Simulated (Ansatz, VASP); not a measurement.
## One calculation of W, two programs

```
W
1.0
     0.00000    6.09000    6.09000
     4.06000    0.00000    4.06000
     4.06000    4.06000    0.00000
W
11
Direct
  0.00000 0.00000 0.50000
  0.00000 0.50000 0.00000
  0.00000 0.50000 0.50000
  0.33333 0.00000 0.00000
  0.33333 0.00000 0.50000
  0.33333 0.50000 0.00000
  0.33333 0.50000 0.50000
  0.66667 0.00000 0.00000
  0.66667 0.00000 0.50000
  0.66667 0.50000 0.00000
  0.66667 0.50000 0.50000
```

Alike in both runs: task single point; functional PBE; k mesh 2 × 3 × 3; occupations fermi-dirac, width 0.15 eV; no spin polarisation.

|  | VASP | Ansatz |
| --- | --- | --- |
| version | VASP 6.6.1 | Ansatz 0.2.0 |
| potentials or method | VASP PAW PBE potentials, release 64 (W_sv), cutoff 400 eV | plane waves, PAW |
| valence electrons in the cell | 154 | 154 |

```tsv
	VASP	Ansatz	Ansatz less VASP
gap on the k mesh at the Fermi level (eV)	none	none	-
rms of the force components (eV/Å)	0.394	0.389	-0.0050
```

Atom by atom the forces differ by 0.005 eV/Å (rms over components). A gap of «none» marks a metal or a gap that the smearing closes.

The k mesh is coarse, so the values compare programs but aren't converged. Neither program's run includes spin-orbit coupling.
